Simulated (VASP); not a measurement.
N, 8 atoms in the cell. Symmetry: Pa-3, No. 205, cubic system. The conventional cell has a = 5.561 Å, b = 5.561 Å, c = 5.561 Å, α = 90.00°, β = 90.00°, γ = 90.00°. N (site symmetry 3) has 1 N at 1.11 Å within 1.5 Å. 

```yaml
Program: VASP 6.6.1
Task: single point
Functional: PBE
Potentials_or_basis: VASP PAW PBE potentials, release 64 (N)
Cutoff: 520 eV
k_mesh: 5 × 5 × 5
Occupations: fermi-dirac, width 0.05 eV
Spin: no spin polarisation
Dipole_correction: no
Further_INCAR_settings: ALGO = Normal; EDIFF = 1e-06; NBANDS = 30
```

Potentials or basis: VASP PAW PBE potentials, release 64 (N).

Run with:

```bash
$ cat potpaw_PBE.64/N/POTCAR > POTCAR
$ mpirun -np 1 vasp_std > vasp.out
```

Hardware: 1 thread of AMD EPYC 7R13 Processor (Zen 3) (shared host).

Task: Estimate the wall time of this run.

Result: Run time: 28 s on 1 thread of AMD EPYC 7R13 Processor (Zen 3) (shared host), peak memory 0.21 GiB. Counts: scf iterations 12, k points 11.
